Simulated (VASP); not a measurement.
# C (P6/mmm) in VASP: further runs

Runs on C. Level: PBE. Tasks: single point, relaxation of cell and atoms.

All numbers are computed with VASP 6.6.1; they aren't measurements. Logs are shortened: lines on timing, memory, paths and dates and some standing lists are left out, and cuts for length are marked.

### 1 The cell of the first run

The structure is hexagonal, space group P6/mmm (No. 191). The conventional cell has a = 2.466 Å, b = 2.466 Å, c = 4.424 Å, α = 90.00°, β = 90.00°, γ = 120.00°. Within 1.9 Å of C (site symmetry -6m2) lie 3 C at 1.42 Å.

The cell was built from a structure type or drawn by symmetry, and may not be a known phase.

### 2 Single point, PBE

Input file INCAR:

```
PREC = Accurate
ENCUT = 520
EDIFF = 1E-6
ISMEAR = 0
SIGMA = 0.1
LREAL = False
LASPH = True
NELM = 100
ALGO = Normal
ISIF = 2
LWAVE = False
LCHARG = False
GGA = PE
NBANDS = 11
```

Input file KPOINTS:

```
Automatic mesh
0
Gamma
  24 24 12
```

Input file POSCAR:

```
C
1.0
    2.4664962761      0.0000000000      0.0000000000
   -1.2332481380      2.1360484335      0.0000000000
    0.0000000000      0.0000000000      4.4239407652
C
2
Direct
    0.3333333333      0.6666666667      0.5000000000
    0.6666666667      0.3333333333      0.5000000000
```

Potentials or basis: VASP PAW PBE potentials, release 64 (C).

The run is started by

```sh
$ cat potpaw_PBE.64/C/POTCAR > POTCAR
$ mpirun -np 1 vasp_std > vasp.out
```

OUTCAR:

```text
PREC = Accurate
   ENCUT = 520
   EDIFF = 1E-6
   ISMEAR = 0
   LREAL = False
   LASPH = True
   NELM = 100
   ISIF = 2
   GGA = PE

 ion  position               nearest neighbor table
   1  0.333  0.667  0.500-   2 1.42   2 1.42   2 1.42
   2  0.667  0.333  0.500-   1 1.42   1 1.42   1 1.42

  LATTYP: Found a hexagonal cell.
 ALAT       =     2.4664962761
 C/A-ratio  =     1.7936133973

  Lattice vectors:

 A1 = (   2.4664962761,   0.0000000000,   0.0000000000)
 A2 = (  -1.2332481380,   2.1360484335,   0.0000000000)
 A3 = (   0.0000000000,   0.0000000000,   4.4239407652)

Analysis of symmetry for initial positions (statically):
=====================================================================
 Subroutine PRICEL returns:
 Original cell was already a primitive cell.

 Routine SETGRP: Setting up the symmetry group for a
 hexagonal supercell.

 Subroutine GETGRP returns: Found 24 space group operations
 (whereof 24 operations were pure point group operations)
 out of a pool of 24 trial point group operations.

The static configuration has the point symmetry D_6h.

Analysis of symmetry for dynamics (positions and initial velocities):
=====================================================================
 Subroutine PRICEL returns:
 Original cell was already a primitive cell.

 Routine SETGRP: Setting up the symmetry group for a
 hexagonal supercell.

 Subroutine GETGRP returns: Found 24 space group operations
 (whereof 24 operations were pure point group operations)
 out of a pool of 24 trial point group operations.

The dynamic configuration has the point symmetry D_6h.

 Subroutine INISYM returns: Found 24 space group operations
 (whereof 24 operations are pure point group operations),
 and found     1 'primitive' translations

----------------------------------------------------------------------------------------

                                     Primitive cell

  volume of cell :      23.3078

  direct lattice vectors                    reciprocal lattice vectors
     2.466496276  0.000000000  0.000000000     0.405433412  0.234077089  0.000000000
    -1.233248138  2.136048434  0.000000000     0.000000000  0.468154179  0.000000000
     0.000000000  0.000000000  4.423940765     0.000000000  0.000000000  0.226042810

  length of vectors
     2.466496276  2.466496276  4.423940765     0.468154179  0.468154179  0.226042810

  position of ions in fractional coordinates (direct lattice)
     0.333333333  0.666666667  0.500000000
     0.666666667  0.333333333  0.500000000

  ion indices of the primitive-cell ions
   primitive index   ion index
                 1           1
                 2           2

----------------------------------------------------------------------------------------

 KPOINTS: Automatic mesh

Automatic generation of k-mesh.
 Grid dimensions read from file:
 generate k-points for:   24   24   12

 Generating k-lattice:

  Cartesian coordinates                     Fractional coordinates (reciprocal lattice)
     0.016893059  0.009753212  0.000000000     0.041666667 -0.000000000  0.000000000
     0.000000000  0.019506424  0.000000000     0.000000000  0.041666667  0.000000000
     0.000000000  0.000000000  0.018836901     0.000000000  0.000000000  0.083333333

  Length of vectors
     0.019506424  0.019506424  0.018836901

  Shift w.r.t. Gamma in fractional coordinates (k-lattice)
     0.000000000  0.000000000  0.000000000

 Subroutine IBZKPT returns following result:
 ===========================================

 Found    427 irreducible k-points:

 Following reciprocal coordinates:
            Coordinates               Weight
  0.000000  0.000000  0.000000      1.000000
  0.041667  0.000000  0.000000      6.000000
  0.083333  0.000000  0.000000      6.000000
  0.125000 -0.000000  0.000000      6.000000
  0.166667 -0.000000  0.000000      6.000000
  0.208333 -0.000000  0.000000      6.000000
[... 16 lines left out ...]
  0.416667  0.041667  0.000000     12.000000
  0.458333  0.041667  0.000000     12.000000
 [... further k-points ...]
   k-points           NKPTS =    427   k-points in BZ     NKDIM =    427   number of bands    NBANDS=     11
   number of dos      NEDOS =    301   number of ions     NIONS =      2
   total plane-waves  NPLWV =  11664
   dimension x,y,z NGX =    18 NGY =   18 NGZ =   36
   dimension x,y,z NGXF=    36 NGYF=   36 NGZF=   72
   ions per type =               2
   NGX,Y,Z   is equivalent  to a cutoff of  12.13, 12.13, 13.53 a.u.
   NGXF,Y,Z  is equivalent  to a cutoff of  24.26, 24.26, 27.06 a.u.
 SYSTEM =  unknown system
   PREC   = accura    normal or accurate (medium, high low for compatibility)
   ISTART =      0    job   : 0-new  1-cont  2-samecut
   ICHARG =      2    charge: 1-file 2-atom 10-const
   ISPIN  =      1    spin polarized calculation?
   LNONCOLLINEAR =      F non collinear calculations
   LSORBIT =      F    spin-orbit coupling
   LASPH  =      T    aspherical Exc in radial PAW
[... 35 lines left out ...]
  energy-cutoff  :      520.00
  volume of cell :       23.31
 maximum number of plane-waves:       647
   NGX =  9   NGY =  9   NGZ = 17

 number of electron       7.9999998 magnetization

 Free energy of the ion-electron system (eV)
  ---------------------------------------------------
  ext. energy  EPLUGINS =         0.00000000
  ---------------------------------------------------
  free energy    TOTEN  =       -18.45277670 eV

  energy without entropy =      -18.45252096  energy(sigma->0) =      -18.45264883

 E-fermi :   2.5393     XC(G=0):  -8.4917

 val. band max:        2.5386202975   @ k =   0.3333   0.3333   0.2500
 cond. band min:       2.5882684214   @ k =   0.3333   0.3333   0.1667
 fundamental gap:      0.0496481239
 Fermi energy:         2.5392914755

 k-point     1 :       0.0000    0.0000    0.0000
  band No.  band energies     occupation
      1     -16.9891      2.00000
      2      -4.8818      2.00000
      3      -0.5061      2.00000
      4      -0.5061      2.00000
      5       5.5318      0.00000
      6      10.8389      0.00000
      7      10.8389      0.00000
      8      13.9727      0.00000
      9      15.0018      0.00000
     10      18.0909      0.00000
     11      24.8886      0.00000

 k-point     2 :       0.0417    0.0000    0.0000
  band No.  band energies     occupation
      1     -16.9480      2.00000
      2      -4.8333      2.00000
      3      -0.6754      2.00000
      4      -0.5953      2.00000
      5       5.5856      0.00000
      6      10.8630      0.00000
      7      11.0175      0.00000
      8      13.8303      0.00000
      9      15.0739      0.00000
     10      18.1214      0.00000
     11      25.0651      0.00000

 k-point     3 :       0.0833    0.0000    0.0000
  band No.  band energies     occupation
      1     -16.8249      2.00000
      2      -4.6879      2.00000
      3      -1.1573      2.00000
      4      -0.8443      2.00000
      5       5.7471      0.00000
      6      10.9066      0.00000
      7      11.5334      0.00000
      8      13.4164      0.00000
      9      15.3023      0.00000
     10      18.2088      0.00000
     11      25.0886      0.00000

 k-point     4 :       0.1250   -0.0000    0.0000
  band No.  band energies     occupation
      1     -16.6201      2.00000
      2      -4.4467      2.00000
      3      -1.8885      2.00000
      4      -1.2083      2.00000
      5       6.0163      0.00000
      6      10.9138      0.00000
      7      12.3383      0.00000
      8      12.7657      0.00000
      9      15.7023      0.00000
     10      18.3423      0.00000
     11      25.2444      0.00000
[... 239 lines left out ...]
 k-point    22 :       0.3750    0.0417    0.0000
  band No.  band energies     occupation
      1     -13.3491      2.00000
      2      -8.6718      2.00000
      3      -3.7653      2.00000
      4      -0.8348      2.00000
      5       5.9288      0.00000
      6      10.1278      0.00000
      7      10.4961      0.00000
      8      16.3080      0.00000
      9      18.6483      0.00000
     10      20.5450      0.00000
     11      23.0205      0.00000

 k-point    23 :       0.4167    0.0417    0.0000
  band No.  band energies     occupation
      1     -12.5991      2.00000
      2      -9.6600      2.00000
      3      -3.9269      2.00000
      4      -0.1790      2.00000
      5       5.0317      0.00000
      6      10.1091      0.00000
      7      11.4784      0.00000
      8      15.0899      0.00000
      9      18.5607      0.00000
     10      21.4992      0.00000
     11      23.6203      0.00000

 k-point    24 :       0.4583    0.0417    0.0000
  band No.  band energies     occupation
      1     -11.8852      2.00000
      2     -10.4945      2.00000
      3      -4.0085      2.00000
      4       0.2632      2.00000
      5       4.4662      0.00000
      6      10.0719      0.00000
      7      12.6014      0.00000
      8      13.8429      0.00000
      9      18.5092      0.00000
     10      22.0733      0.00000
     11      24.0294      0.00000

 [... further k-points ...]

------------------------ aborting loop because EDIFF is reached ----------------------------------------

  FORCE on cell =-STRESS in cart. coord.  units (eV):
  Direction    XX          YY          ZZ          XY          YZ          ZX
  --------------------------------------------------------------------------------------
  -------------------------------------------------------------------------------------
  Total        0.0770113      0.0770113     -0.0013926      0.0000000     -0.0000000     -0.0000000
  in kB        5.2937593      5.2937593     -0.0957300      0.0000000     -0.0000000     -0.0000000
  external PRESSURE =       3.4972629 kB  Pullay stress =       0.0000000 kB

 VOLUME and BASIS-vectors are now :
 -----------------------------------------------------------------------------
  energy-cutoff  :      520.00
  volume of cell :       23.31
      direct lattice vectors                 reciprocal lattice vectors
     2.466496276  0.000000000  0.000000000     0.405433412  0.234077089  0.000000000
    -1.233248138  2.136048434  0.000000000     0.000000000  0.468154179  0.000000000
     0.000000000  0.000000000  4.423940765     0.000000000  0.000000000  0.226042810

 POSITION                                       TOTAL-FORCE (eV/Angst)
 -----------------------------------------------------------------------------------
     -0.00000      1.42403      2.21197         0.000000      0.000000      0.000000
      1.23325      0.71202      2.21197        -0.000000     -0.000000      0.000000
 -----------------------------------------------------------------------------------
    total drift:                                0.000000     -0.000000     -0.000000

  FREE ENERGIE OF THE ION-ELECTRON SYSTEM (eV)
  ---------------------------------------------------
  free  energy   TOTEN  =       -18.4527766952 eV

  energy  without entropy=      -18.4525209612  energy(sigma->0) =      -18.45264883
```

Run time: 38 s. Hardware: 1 thread of Intel Xeon 6975P-C (Granite Rapids), shared host; peak memory 0.19 GiB.

What came out:

```
Free energy            : -18.4528 eV
Pressure               : 0.3 GPa
Band gap on the k mesh : zero (bands 4 and 5 overlap by 0.20 eV)
```

Caveat: this functional lacks dispersion, which binds the layers, so the pressure and a relaxed spacing across them are unreliable.

### 3 Single point, PBE

This run uses another cell than the first one, of 11.91 Å³/atom.

Input file INCAR:

```
PREC = Accurate
ENCUT = 520
EDIFF = 1E-6
ISMEAR = -1
SIGMA = 0.15
LREAL = F
LASPH = T
NELM = 80
ALGO = Normal
ISIF = 2
LWAVE = F
LCHARG = F
GGA = PE
NBANDS = 11
```

Input file KPOINTS:

```
regular mesh
0
Gamma
  24 24 12
```

Input file POSCAR:

```
C
1.0
    2.4664998314      0.0000000000      0.0000000000
   -1.2332499157      2.1360515124      0.0000000000
    0.0000000000      0.0000000000      4.5224425652
C
2
Direct
    0.3333333333      0.6666666667      0.5000000000
    0.6666666667      0.3333333333      0.5000000000
```

Potentials or basis: VASP PAW PBE potentials, release 64 (C).

The run is started by

```sh
$ cat potpaw_PBE.64/C/POTCAR > POTCAR
$ mpirun -np 1 vasp_std > vasp.out
```

Run time: 32 s. Hardware: 1 thread of Intel Xeon 6975P-C (Granite Rapids), shared host; peak memory 0.19 GiB.

It converged, with:

```yaml
Free_energy: -18.4540 eV
Pressure: 0.3 GPa
Band_gap_on_the_k_mesh: zero (bands 4 and 5 overlap by 0.16 eV)
```

Stress tensor (GPa, compression positive):
```
 0.53  0.00  0.00
 0.00  0.53  0.00
 0.00  0.00 -0.04
```

Levels at points of the mesh, in eV from the Fermi level:
| k point | band 2 | band 3 | band 4 | band 5 | band 6 | band 7 |
| --- | --- | --- | --- | --- | --- | --- |
| (0.00, 0.00, 0.00) | -7.45 | -3.04 | -3.04 | 2.94 | 8.30 | 8.30 |
| (0.50, 0.00, 0.00) | -13.24 | -6.42 | -2.26 | 1.84 | 7.35 | 10.49 |
| (0.00, 0.00, 0.50) | -7.77 | -3.04 | -3.04 | 5.76 | 8.31 | 8.31 |
| (0.50, 0.00, 0.50) | -13.23 | -6.42 | -2.45 | 1.53 | 7.38 | 12.24 |

Caveat: this functional lacks dispersion, which binds the layers, so the pressure and a relaxed spacing across them are unreliable.

### 4 Single point, PBE

Input file INCAR:

```
  ALGO = Normal
  EDIFF = 1E-6
  ENCUT = 520
  GGA = PE
  ISIF = 2
  ISMEAR = 0
  LASPH = T
  LCHARG = F
  LREAL = F
  LWAVE = F
  NBANDS = 11
  NELM = 100
  PREC = Accurate
  SIGMA = 0.1
```

Input file KPOINTS:

```
k-points
0
Gamma
  24 24 14
```

Input file POSCAR:

```
C
1.0
    2.4664962761      0.0000000000      0.0000000000
   -1.2332481380      2.1360484335      0.0000000000
    0.0000000000      0.0000000000      4.4239407652
C
2
Direct
    0.3333333333      0.6666666667      0.5000000000
    0.6666666667      0.3333333333      0.5000000000
```

The run is started by

```sh
$ cat potpaw_PBE.64/C/POTCAR > POTCAR
$ mpirun -np 1 vasp_std > vasp.out
```

It took 38 s on 1 thread of Intel Xeon 6975P-C (Granite Rapids), shared host; peak memory 0.2 GiB.

Results (log left out):

```yaml
Free_energy: -18.4528 eV
Pressure: 0.3 GPa
Band_gap_on_the_k_mesh: zero (bands 4 and 5 overlap by 0.20 eV)
```

Stress tensor (GPa, compression positive):
```
 0.53  0.00  0.00
 0.00  0.53  0.00
 0.00  0.00 -0.01
```

Levels at points of the mesh, in eV from the Fermi level:
| k point | band 1 | band 2 | band 3 | band 4 | band 5 | band 6 | band 7 | band 8 | band 9 |
| --- | --- | --- | --- | --- | --- | --- | --- | --- | --- |
| (0.00, 0.00, 0.00) | -19.53 | -7.42 | -3.05 | -3.05 | 2.99 | 8.30 | 8.30 | 11.43 | 12.46 |
| (0.50, 0.00, 0.00) | -14.29 | -13.24 | -6.42 | -2.25 | 1.86 | 7.34 | 10.51 | 10.77 | 16.26 |
| (0.00, 0.00, 0.50) | -19.50 | -7.80 | -3.04 | -3.04 | 5.98 | 8.31 | 8.31 | 9.62 | 11.40 |
| (0.50, 0.00, 0.50) | -14.27 | -13.23 | -6.42 | -2.47 | 1.50 | 7.38 | 12.31 | 13.44 | 15.75 |

Caveat: this functional lacks dispersion, which binds the layers, so the pressure and a relaxed spacing across them are unreliable.

### 5 Relaxation of cell and atoms, PBE

Input file INCAR:

```
PREC     = Accurate       # precision mode
ENCUT    = 600            # plane-wave cutoff, eV
EDIFF    = 1E-6           # SCF threshold, eV
ISMEAR   = 0              # smearing method
SIGMA    = 0.1            # smearing width, eV
LREAL    = F              # projectors in reciprocal space
LASPH    = T              # aspherical terms in the spheres
NELM     = 100            # most SCF steps
ALGO     = Normal         # electronic algorithm
ISIF     = 3              # what is computed and relaxed
LWAVE    = F              # write WAVECAR
LCHARG   = F              # write CHGCAR
GGA      = PE             # functional
IBRION   = 2              # ionic algorithm
NSW      = 100            # ionic steps
EDIFFG   = -0.01          # ionic threshold
```

Input file KPOINTS:

```
regular mesh
0
Gamma
  24 24 12
```

POSCAR is that of step 4.

The run is started by

```sh
$ cat potpaw_PBE.64/C/POTCAR > POTCAR
$ mpirun -np 1 vasp_std > vasp.out
```

Wall time 6.1 min (1 thread of Intel Xeon 6975P-C (Granite Rapids), shared host); peak memory 0.19 GiB.

It converged, with:

```yaml
Free_energy: -18.4588 eV
Relaxed_volume: 10.95 Å³/atom
Relaxed_cell: a = 2.467 Å, b = 2.467 Å, c = 4.157 Å, α = 90.00°, β = 90.00°, γ = 120.00°
Space_group_after_relaxing_to_0.1_Å: P6/mmm (No. 191)
Energy_gained_by_relaxing: 0.6 meV/atom
Ionic_steps: 29
Pressure_after_relaxing: -0.1 GPa
Band_gap_on_the_k_mesh: zero (bands 4 and 5 overlap by 0.32 eV)
```

Stress tensor (GPa, compression positive):
```
-0.14  0.00  0.00
 0.00 -0.14  0.00
 0.00  0.00 -0.02
```

Step by step:
| step | energy change (eV) | largest force (eV/Å) | pressure (GPa) | volume (Å³) |
| --- | --- | --- | --- | --- |
| 1 | 0.0000 | 0.0000 | 0.02 | 23.31 |
| 2 | 0.0000 | 0.0000 | -0.27 | 23.31 |
| 3 | 0.0000 | 0.0000 | -0.18 | 23.31 |
| 4 | 0.0000 | 0.0000 | -0.18 | 23.30 |
| 5 | -0.0001 | 0.0000 | -0.21 | 23.27 |
| 6 | -0.0001 | 0.0000 | -0.26 | 23.21 |
| 7 | -0.0003 | 0.0000 | -0.47 | 23.09 |
| 8 | -0.0004 | 0.0000 | -0.81 | 22.84 |
| 9 | -0.0004 | 0.0000 | -1.49 | 22.35 |
| 10 | -0.0005 | 0.0000 | -1.12 | 22.64 |
| 11 | -0.0005 | 0.0000 | -1.09 | 22.63 |
| 12 | -0.0005 | 0.0000 | -1.08 | 22.62 |
| 13 | -0.0006 | 0.0000 | -1.05 | 22.60 |
| 14 | -0.0006 | 0.0000 | -1.01 | 22.55 |
| 15 | -0.0007 | 0.0000 | -0.91 | 22.47 |
| 16 | -0.0009 | 0.0000 | -0.83 | 22.29 |
| 17 | -0.0012 | 0.0000 | -0.53 | 21.94 |
| 18 | -0.0012 | 0.0000 | -0.42 | 21.85 |
| 19 | -0.0012 | 0.0000 | -0.58 | 21.90 |
| 20 | -0.0012 | 0.0000 | -0.48 | 21.87 |
| 21 | -0.0012 | 0.0000 | -0.44 | 21.89 |
| 22 | -0.0012 | 0.0000 | -0.39 | 21.90 |
| 23 | -0.0012 | 0.0000 | -0.38 | 21.90 |
| 24 | -0.0012 | 0.0000 | -0.35 | 21.91 |
| 25 | -0.0012 | 0.0000 | -0.30 | 21.92 |
| 26 | -0.0012 | 0.0000 | -0.26 | 21.93 |
| 27 | -0.0012 | 0.0000 | -0.22 | 21.94 |
| 28 | -0.0013 | 0.0000 | -0.15 | 21.93 |
| 29 | -0.0013 | 0.0000 | -0.10 | 21.91 |

Final structure:
```cif
data_structure
_symmetry_space_group_name_H-M 'P 1'
_symmetry_Int_Tables_number 1
_cell_length_a 2.4670
_cell_length_b 2.4670
_cell_length_c 4.1569
_cell_angle_alpha 90.000
_cell_angle_beta 90.000
_cell_angle_gamma 120.000
_cell_volume 21.91
loop_
_atom_site_label
_atom_site_type_symbol
_atom_site_fract_x
_atom_site_fract_y
_atom_site_fract_z
_atom_site_occupancy
C1 C 0.33333 0.66667 0.50000 1
C2 C 0.66667 0.33333 0.50000 1
```

Levels at points of the mesh, in eV from the Fermi level:
| k point | band 1 | band 2 | band 3 | band 4 | band 5 | band 6 | band 7 | band 8 |
| --- | --- | --- | --- | --- | --- | --- | --- | --- |
| (0.00, 0.00, 0.00) | -19.53 | -7.31 | -3.04 | -3.04 | 3.17 | 8.30 | 8.30 | 11.44 |
| (0.50, 0.00, 0.00) | -14.29 | -13.24 | -6.42 | -2.18 | 1.95 | 7.32 | 10.58 | 10.86 |
| (0.50, 0.00, 0.50) | -14.26 | -13.22 | -6.41 | -2.53 | 1.42 | 7.39 | 12.53 | 14.04 |

Caveat: this functional lacks dispersion, which binds the layers, so the pressure and a relaxed spacing across them are unreliable.

### 6 Overview

| task | cell | k mesh | cutoff (eV) | smearing | gap on the mesh (eV) | pressure (GPa) |
| --- | --- | --- | --- | --- | --- | --- |
| single point | a = 2.466, b = 2.466, c = 4.424 Å, angles 90.0, 90.0, 120.0°, 2 atoms | 24 × 24 × 12 | 520 | gaussian 0.1 eV | none | 0.3 |
| single point | a = 2.466, b = 2.466, c = 4.522 Å, angles 90.0, 90.0, 120.0°, 2 atoms | 24 × 24 × 12 | 520 | fermi-dirac 0.15 eV | none | 0.3 |
| single point | a = 2.466, b = 2.466, c = 4.424 Å, angles 90.0, 90.0, 120.0°, 2 atoms | 24 × 24 × 14 | 520 | gaussian 0.1 eV | none | 0.3 |
| relaxation of cell and atoms | relaxed from a = 2.466, b = 2.466, c = 4.424 Å, angles 90.0, 90.0, 120.0°, 2 atoms | 24 × 24 × 12 | 600 | gaussian 0.1 eV | none | -0.1 |

Alike in all rows: level PBE; potentials or basis VASP PAW PBE potentials, release 64 (C); no spin polarisation.

Caveats: this functional lacks dispersion, which binds the layers, so the pressure and a relaxed spacing across them are unreliable.

Absolute energies hang on the potentials; compare differences alone.
